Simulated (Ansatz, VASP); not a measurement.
## Two plane-wave programs on Sc2Si3Se

INCAR

```
PREC = Accurate
ENCUT = 600
EDIFF = 1E-7
ISMEAR = 0
SIGMA = 0.1
LREAL = False
LASPH = True
NELM = 100
ALGO = Normal
ISIF = 3
LWAVE = False
LCHARG = False
GGA = PE
IBRION = 2
NSW = 100
EDIFFG = -0.01
```

Contents of KPOINTS:

```
Automatic mesh
0
Gamma
  12 12 8
```

File POSCAR:

```
Sc2Si3Se
1.0
    5.2058305767      0.0000000000      0.0000000000
   -2.6029152884      4.5083815272      0.0000000000
    0.0000000000      0.0000000000      4.8228980229
Sc Si Se
2 3 1
Direct
    0.6666666667      0.3333333333      0.0000000000
    0.3333333333      0.6666666667      0.0000000000
    0.0000000000      0.5000000000      0.5000000000
    0.5000000000      0.0000000000      0.5000000000
    0.5000000000      0.5000000000      0.5000000000
    0.0000000000      0.0000000000      0.0000000000
```

Input for Ansatz:

```yaml
crystal:
  lattice:
    - [5.2058305767, 0.0, 0.0]
    - [-2.6029152884, 4.5083815272, 0.0]
    - [0.0, 0.0, 4.8228980229]
  atoms:
    - { symbol: Sc, position: [0.6666666667, 0.3333333333, 0.0] }
    - { symbol: Sc, position: [0.3333333333, 0.6666666667, 0.0] }
    - { symbol: Si, position: [0.0, 0.5, 0.5] }
    - { symbol: Si, position: [0.5, 0.0, 0.5] }
    - { symbol: Si, position: [0.5, 0.5, 0.5] }
    - { symbol: Se, position: [0.0, 0.0, 0.0] }
basis:
  ecutwfc: 420
kpoints:
  mp_grid: { grid: [12, 12, 8] }
hamiltonian:
  xc: pbe
scf:
  occupations: { method: gaussian, width: 0.1 }
output:
  forces: true
  stress: true
  eigenvalues: true
  write_density: true
  write_potential: true
  elf: true
  volumetric_format: npy
relax:
  adjacent_minimum: "off"
  f_tol: 0.01
  max_steps: 80
  cell: { stress_tol: 0.05 }
```

Change from the starting cell: species swapped into the NaSn2Pd3 type (P6mm, No. 183).

Alike in both runs: task relaxation of cell and atoms; functional PBE; k mesh 12 × 12 × 8; occupations gaussian, width 0.1 eV; no spin polarisation.

|  | VASP | Ansatz |
| --- | --- | --- |
| version | VASP 6.6.1 | Ansatz 0.2.0 |
| potentials or method | VASP PAW PBE potentials, release 64 (Sc_sv, Si, Se), cutoff 600 eV | scalar-relativistic, plane waves, PAW |
| valence electrons in the cell | 40 | 50 |

|  | VASP | Ansatz | Ansatz less VASP |
| --- | --- | --- | --- |
| gap on the k mesh at the Fermi level, each at its own relaxed structure (eV) | none | none | - |
| relaxed volume (Å³/atom) | 18.91 | 18.87 | -0.039 |
| relaxed length of the cell vector where the two differ most in proportion (Å) | 5.205 | 5.201 | -0.0044 |

A gap of «none» marks a metal or a gap that the smearing closes. VASP's potentials hold 40 valence electrons a cell and Ansatz's 50, so a difference there can come from the potentials and not from the codes.
